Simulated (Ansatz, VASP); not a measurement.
**Sn in VASP and in Ansatz**

Contents of INCAR:

```
SYSTEM = Sn
PREC     = Accurate       ! precision mode
ENCUT    = 600            ! plane-wave cutoff, eV
EDIFF    = 1E-6           ! SCF threshold, eV
ISMEAR   = -1             ! smearing method
SIGMA    = 0.05           ! smearing width, eV
LREAL    = .FALSE.        ! projectors in reciprocal space
LASPH    = .TRUE.         ! aspherical terms in the spheres
NELM     = 80             ! most SCF steps
ALGO     = Normal         ! electronic algorithm
ISIF     = 3              ! what is computed and relaxed
LWAVE    = .FALSE.        ! write WAVECAR
LCHARG   = .FALSE.        ! write CHGCAR
GGA      = PS             ! functional
IBRION   = 2              ! ionic algorithm
NSW      = 60             ! ionic steps
EDIFFG   = -0.01          ! ionic threshold
```

File KPOINTS:

```
regular mesh
0
G
  10 10 10
  0 0 0
```

The input POSCAR:

```
Sn
1.0
   -2.0291894110      2.0291894110      1.6607599896
    2.0291894110     -2.0291894110      1.6607599896
    2.0291894110      2.0291894110     -1.6607599896
Sn
1
Direct
    0.0000000000      0.0000000000      0.0000000000
```

File input.yaml:

```yaml
crystal:
  lattice:
    - [-2.029189411, 2.029189411, 1.6607599896]
    - [2.029189411, -2.029189411, 1.6607599896]
    - [2.029189411, 2.029189411, -1.6607599896]
  atoms:
    - { symbol: Sn, position: [0.0, 0.0, 0.0] }
hamiltonian:
  xc: pbesol
  pseudopotentials: { kind: paw }
kpoints:
  mp_grid: { grid: [10, 10, 10] }
scf:
  occupations: { method: fermi_dirac, width: 0.05 }
output:
  forces: true
  stress: true
  eigenvalues: true
  write_density: true
  write_potential: true
  elf: true
  volumetric_format: npy
relax:
  f_tol: 0.01
  max_steps: 40
  cell: { stress_tol: 0.05 }
```

Alike in both runs: task relaxation of cell and atoms; functional PBEsol; k mesh 10 × 10 × 10; occupations fermi-dirac, width 0.05 eV; no spin polarisation.

```csv
,VASP,Ansatz
version,VASP 6.6.1,Ansatz 0.2.0
potentials or method,"VASP PAW PBE potentials, release 64 (Sn_d)",Ansatz PAW
plane-wave cutoff (eV),600,420
valence electrons in the cell,14,14
```

Ansatz gave:

* gap on the k mesh at the Fermi level, each at its own relaxed structure (eV): none
* relaxed volume (Å³/atom): 26.25
* relaxed cell length with the largest relative difference (Å): 3.266

Problem. Estimate VASP's values.

Solution. gap on the k mesh at the Fermi level, each at its own relaxed structure (eV): none; relaxed volume (Å³/atom): 26.26; relaxed cell length with the largest relative difference (Å): 3.267.

VASP's potentials were made for PBE, not for PBEsol. A gap of «none» marks a metal or a gap that the smearing closes.

Noted on Ansatz's run: the plane-wave basis is chosen anew once the cell has moved, so the energies of steps on either side of that aren't comparable.
